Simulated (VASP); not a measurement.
# MgS (lda) (Fm-3m) in VASP: a series of runs

Runs on MgS (lda). Level: LDA. Tasks: single point.

Everything below comes from runs of VASP 6.6.1. Logs are shortened: lines on timing, memory, paths and dates and some standing lists are left out, and cuts for length are marked.

### 1 The cell of the first run

The structure is cubic, space group Fm-3m (No. 225). Conventional cell: a = 5.200 Å, b = 5.200 Å, c = 5.200 Å, α = 90.00°, β = 90.00°, γ = 90.00°. Mg (site symmetry m-3m) has 6 S at 2.60 Å within 3.4 Å. S (site symmetry m-3m) has 6 Mg at 2.60 Å within 3.4 Å.

### 2 Single point, LDA

INCAR reads:

```
PREC = Accurate
ENCUT = 600
EDIFF = 1E-6
ISMEAR = 0
SIGMA = 0.1
LREAL = False
LASPH = True
NELM = 120
ALGO = Normal
ISIF = 2
LWAVE = False
LCHARG = False
GGA = CA
NBANDS = 11
GGA_COMPAT = False
```

KPOINTS reads:

```
regular mesh
0
Gamma
  6 6 6
```

POSCAR reads:

```
MgS
1.0
    0.0000000000      2.6000000000      2.6000000000
    2.6000000000      0.0000000000      2.6000000000
    2.6000000000      2.6000000000      0.0000000000
Mg S
1 1
Direct
    0.0000000000      0.0000000000      0.0000000000
    0.5000000000      0.5000000000      0.5000000000
```

Potentials or basis: VASP PAW LDA potentials, release 64 (Mg, S).

The run is started by

```
cat potpaw_LDA.64/Mg/POTCAR potpaw_LDA.64/S/POTCAR > POTCAR
mpirun -np 1 vasp_std > vasp.out
```

OUTCAR:

```text
PREC = Accurate
   ENCUT = 600
   EDIFF = 1E-6
   ISMEAR = 0
   LREAL = False
   LASPH = True
   NELM = 120
   ISIF = 2
   GGA = CA

 ion  position               nearest neighbor table
   1  0.000  0.000  0.000-   2 2.60   2 2.60   2 2.60   2 2.60   2 2.60   2 2.60
   2  0.500  0.500  0.500-   1 2.60   1 2.60   1 2.60   1 2.60   1 2.60   1 2.60

  LATTYP: Found a face centered cubic cell.
 ALAT       =     5.2000000000

  Lattice vectors:

 A1 = (   0.0000000000,   2.6000000000,   2.6000000000)
 A2 = (   2.6000000000,   0.0000000000,   2.6000000000)
 A3 = (   2.6000000000,   2.6000000000,   0.0000000000)

Analysis of symmetry for initial positions (statically):
=====================================================================
 Subroutine PRICEL returns:
 Original cell was already a primitive cell.

 Routine SETGRP: Setting up the symmetry group for a
 face centered cubic supercell.

 Subroutine GETGRP returns: Found 48 space group operations
 (whereof 48 operations were pure point group operations)
 out of a pool of 48 trial point group operations.

The static configuration has the point symmetry O_h .

Analysis of symmetry for dynamics (positions and initial velocities):
=====================================================================
 Subroutine PRICEL returns:
 Original cell was already a primitive cell.

 Routine SETGRP: Setting up the symmetry group for a
 face centered cubic supercell.

 Subroutine GETGRP returns: Found 48 space group operations
 (whereof 48 operations were pure point group operations)
 out of a pool of 48 trial point group operations.

The dynamic configuration has the point symmetry O_h .

 Subroutine INISYM returns: Found 48 space group operations
 (whereof 48 operations are pure point group operations),
 and found     1 'primitive' translations

----------------------------------------------------------------------------------------

                                     Primitive cell

  volume of cell :      35.1520

  direct lattice vectors                    reciprocal lattice vectors
     0.000000000  2.600000000  2.600000000    -0.192307692  0.192307692  0.192307692
     2.600000000  0.000000000  2.600000000     0.192307692 -0.192307692  0.192307692
     2.600000000  2.600000000  0.000000000     0.192307692  0.192307692 -0.192307692

  length of vectors
     3.676955262  3.676955262  3.676955262     0.333086694  0.333086694  0.333086694

  position of ions in fractional coordinates (direct lattice)
     0.000000000  0.000000000  0.000000000
     0.500000000  0.500000000  0.500000000

  ion indices of the primitive-cell ions
   primitive index   ion index
                 1           1
                 2           2

----------------------------------------------------------------------------------------

 KPOINTS: regular mesh

Automatic generation of k-mesh.
 Grid dimensions read from file:
 generate k-points for:    6    6    6

 Generating k-lattice:

  Cartesian coordinates                     Fractional coordinates (reciprocal lattice)
    -0.032051282  0.032051282  0.032051282     0.166666667  0.000000000  0.000000000
     0.032051282 -0.032051282  0.032051282     0.000000000  0.166666667  0.000000000
     0.032051282  0.032051282 -0.032051282     0.000000000  0.000000000  0.166666667

  Length of vectors
     0.055514449  0.055514449  0.055514449

  Shift w.r.t. Gamma in fractional coordinates (k-lattice)
     0.000000000  0.000000000  0.000000000

 Subroutine IBZKPT returns following result:
 ===========================================

 Found     16 irreducible k-points:

 Following reciprocal coordinates:
            Coordinates               Weight
  0.000000  0.000000  0.000000      1.000000
  0.166667  0.000000  0.000000      8.000000
  0.333333  0.000000  0.000000      8.000000
  0.500000  0.000000  0.000000      4.000000
  0.166667  0.166667  0.000000      6.000000
  0.333333  0.166667  0.000000     24.000000
[... 8 lines left out ...]
 -0.333333  0.333333  0.166667     24.000000
 -0.333333  0.500000  0.166667     12.000000
   k-points           NKPTS =     16   k-points in BZ     NKDIM =     16   number of bands    NBANDS=     11
   number of dos      NEDOS =    301   number of ions     NIONS =      2
   total plane-waves  NPLWV =  27000
   dimension x,y,z NGX =    30 NGY =   30 NGZ =   30
   dimension x,y,z NGXF=    60 NGYF=   60 NGZF=   60
   ions per type =               1   1
   NGX,Y,Z   is equivalent  to a cutoff of  13.56, 13.56, 13.56 a.u.
   NGXF,Y,Z  is equivalent  to a cutoff of  27.13, 27.13, 27.13 a.u.
 SYSTEM =  unknown system
   PREC   = accura    normal or accurate (medium, high low for compatibility)
   ISTART =      0    job   : 0-new  1-cont  2-samecut
   ICHARG =      2    charge: 1-file 2-atom 10-const
   ISPIN  =      1    spin polarized calculation?
   LNONCOLLINEAR =      F non collinear calculations
   LSORBIT =      F    spin-orbit coupling
   LASPH  =      T    aspherical Exc in radial PAW
   ENCUT  =  600.0 eV  44.10 Ry    6.64 a.u.   7.34  7.34  7.34*2*pi/ulx,y,z
   NELM   =    120;   NELMIN=  2; NELMDL= -5     # of ELM steps
   EDIFF  = 0.1E-05   stopping-criterion for ELM
   LREAL  =      F    real-space projection
   EDIFFG = 0.1E-04   stopping-criterion for IOM
   NSW    =      0    number of steps for IOM
   IBRION =     -1    ionic relax: 0-MD 1-quasi-New 2-CG
   NFREE  =      0    steps in history (QN), initial steepest desc. (CG)
   ISIF   =      2    stress and relaxation
   ISYM   =      2    0-nonsym 1-usesym 2-fastsym
   POTIM  = 0.5000    time-step for ionic-motion
   TEBEG  =    0.0;   TEEND  =   0.0 temperature during run
   PSTRESS=    0.0 pullay stress
   NELECT =       8.0000    total number of electrons
   NUPDOWN=      -1.0000    fix difference up-down
   EMIN   =  10.00;   EMAX   =-10.00  energy-range for DOS
   EFERMI =   0.00;   METHOD = LEGACY
   ISMEAR =     0;   SIGMA  =   0.10  broadening in eV -4-tet -1-fermi 0-gaus
   EFERMI_NEDOS =   21; number of points for ismear=-14 and -15
   IALGO  =     38    algorithm
   IMIX   =      4    mixing-type and parameters
     AMIX     =   0.40;   BMIX     =  1.00
     AMIX_MAG =   1.60;   BMIX_MAG =  1.00
  volume/ion in A,a.u.               =      17.58       118.61
  Fermi-wavevector in a.u.,A,eV,Ry     =   0.999512  1.888804 13.592558  0.999025
  Thomas-Fermi vector in A             =   2.131807
   LORBIT       =      0    0 simple, 1 ext, 2 COOP (PROOUT), +10 PAW based schemes
   GGA     = CA    functional components
   LHFCALC =     F    Hartree Fock is set to
   AEXX    =    0.0000 exact exchange contribution
   IVDW    =     0    specifies the selected vdW correction
   LEPSILON=     F    determine dielectric tensor
   LRPA    =     F    only Hartree local field effects (RPA)
 non-spin polarized calculation
 Gauss-broadening in eV      SIGMA  =   0.10
  energy-cutoff  :      600.00
  volume of cell :       35.15
 maximum number of plane-waves:      1211
 NGX is ok and might be reduce to    30
   NGX = 15   NGY = 15   NGZ = 15

 number of electron       7.9999999 magnetization

 Free energy of the ion-electron system (eV)
  ---------------------------------------------------
  ext. energy  EPLUGINS =         0.00000000
  ---------------------------------------------------
  free energy    TOTEN  =        -9.57017043 eV

  energy without entropy =       -9.57017043  energy(sigma->0) =       -9.57017043

 E-fermi :   4.1069     XC(G=0):  -9.9953

 val. band max:        3.6003012124   @ k =   0.0000   0.0000   0.0000
 cond. band min:       6.1599378483   @ k =   0.5000   0.5000   0.0000
 fundamental gap:      2.5596366359
 Fermi energy:         4.1068915930

 k-point     1 :       0.0000    0.0000    0.0000
  band No.  band energies     occupation
      1      -9.0510      2.00000
      2       3.6003      2.00000
      3       3.6003      2.00000
      4       3.6003      2.00000
      5       7.1058      0.00000
      6      11.4344      0.00000
      7      11.4344      0.00000
      8      11.4344      0.00000
      9      13.8660      0.00000
     10      13.8660      0.00000
     11      15.9563      0.00000

 k-point     2 :       0.1667    0.0000    0.0000
  band No.  band energies     occupation
      1      -8.7823      2.00000
      2       1.9301      2.00000
      3       3.4291      2.00000
      4       3.4291      2.00000
      5       8.2244      0.00000
      6      11.1263      0.00000
      7      11.6871      0.00000
      8      11.6871      0.00000
      9      13.1173      0.00000
     10      13.1173      0.00000
     11      15.7535      0.00000

 k-point     3 :       0.3333    0.0000    0.0000
  band No.  band energies     occupation
      1      -8.1308      2.00000
      2      -0.3122      2.00000
      3       3.1340      2.00000
      4       3.1340      2.00000
      5       8.2096      0.00000
      6      10.7801      0.00000
      7      10.7801      0.00000
      8      12.7656      0.00000
      9      14.9078      0.00000
     10      15.0039      0.00000
     11      15.0039      0.00000

 k-point     4 :       0.5000    0.0000    0.0000
  band No.  band energies     occupation
      1      -7.7115      2.00000
      2      -1.3189      2.00000
      3       3.0044      2.00000
      4       3.0044      2.00000
      5       7.9779      0.00000
      6      10.3419      0.00000
      7      10.3419      0.00000
      8      13.4626      0.00000
      9      15.5518      0.00000
     10      17.9816      0.00000
     11      17.9816      0.00000
[... 127 lines left out ...]
 k-point    14 :       0.5000    0.3333    0.1667
  band No.  band energies     occupation
      1      -7.6861      2.00000
      2      -0.1538      2.00000
      3       1.3632      2.00000
      4       2.3394      2.00000
      5       8.7013      0.00000
      6      10.0978      0.00000
      7      10.7519      0.00000
      8      13.2740      0.00000
      9      15.0192      0.00000
     10      18.2411      0.00000
     11      18.8086      0.00000

 k-point    15 :      -0.3333    0.3333    0.1667
  band No.  band energies     occupation
      1      -7.4012      2.00000
      2      -0.3999      2.00000
      3       0.8355      2.00000
      4       1.9763      2.00000
      5       8.7522      0.00000
      6      10.1633      0.00000
      7      12.1663      0.00000
      8      12.3740      0.00000
      9      15.6641      0.00000
     10      17.2521      0.00000
     11      19.2633      0.00000

 k-point    16 :      -0.3333    0.5000    0.1667
  band No.  band energies     occupation
      1      -7.2961      2.00000
      2      -0.2167      2.00000
      3       0.9700      2.00000
      4       1.3282      2.00000
      5       7.8285      0.00000
      6       9.6960      0.00000
      7      12.5767      0.00000
      8      13.2775      0.00000
      9      17.1405      0.00000
     10      18.4326      0.00000
     11      18.9307      0.00000

------------------------ aborting loop because EDIFF is reached ----------------------------------------

  FORCE on cell =-STRESS in cart. coord.  units (eV):
  Direction    XX          YY          ZZ          XY          YZ          ZX
  --------------------------------------------------------------------------------------
  -------------------------------------------------------------------------------------
  Total       -0.8049651     -0.8049651     -0.8049651      0.0000000     -0.0000000      0.0000000
  in kB      -36.6891463    -36.6891463    -36.6891463      0.0000000     -0.0000000      0.0000000
  external PRESSURE =     -36.6891463 kB  Pullay stress =       0.0000000 kB

 VOLUME and BASIS-vectors are now :
 -----------------------------------------------------------------------------
  energy-cutoff  :      600.00
  volume of cell :       35.15
      direct lattice vectors                 reciprocal lattice vectors
     0.000000000  2.600000000  2.600000000    -0.192307692  0.192307692  0.192307692
     2.600000000  0.000000000  2.600000000     0.192307692 -0.192307692  0.192307692
     2.600000000  2.600000000  0.000000000     0.192307692  0.192307692 -0.192307692

 POSITION                                       TOTAL-FORCE (eV/Angst)
 -----------------------------------------------------------------------------------
      0.00000      0.00000      0.00000         0.000000      0.000000     -0.000000
      2.60000      2.60000      2.60000        -0.000000     -0.000000      0.000000
 -----------------------------------------------------------------------------------
    total drift:                               -0.000000     -0.000000      0.000000

  FREE ENERGIE OF THE ION-ELECTRON SYSTEM (eV)
  ---------------------------------------------------
  free  energy   TOTEN  =        -9.5701704263 eV

  energy  without entropy=       -9.5701704263  energy(sigma->0) =       -9.57017043
```

Wall time 14 s (1 thread of AMD EPYC 7R13, shared host); peak memory 0.12 GiB.

Results:

| Quantity | Value |
| --- | --- |
| Free energy | -9.5702 eV |
| Pressure | -3.7 GPa |
| Band gap on the k mesh | 2.56 eV, indirect (least direct gap 3.51 eV) |

Levels at points of the mesh, in eV from the valence-band top:
```
           k point  band 1  band 2  band 3  band 4  band 5  band 6  band 7  band 8
(0.00, 0.00, 0.00)  -12.65    0.00    0.00    0.00    3.51    7.83    7.83    7.83
(0.50, 0.00, 0.00)  -11.31   -4.92   -0.60   -0.60    4.38    6.74    6.74    9.86
(0.50, 0.50, 0.00)  -10.93   -4.26   -1.71   -1.71    2.56    4.24   11.81   12.76
```

A k mesh can miss the band edges. Expect the measured gap to be larger: semilocal functionals such as LDA lack the derivative discontinuity.

(Continued in part 2 of 2.)
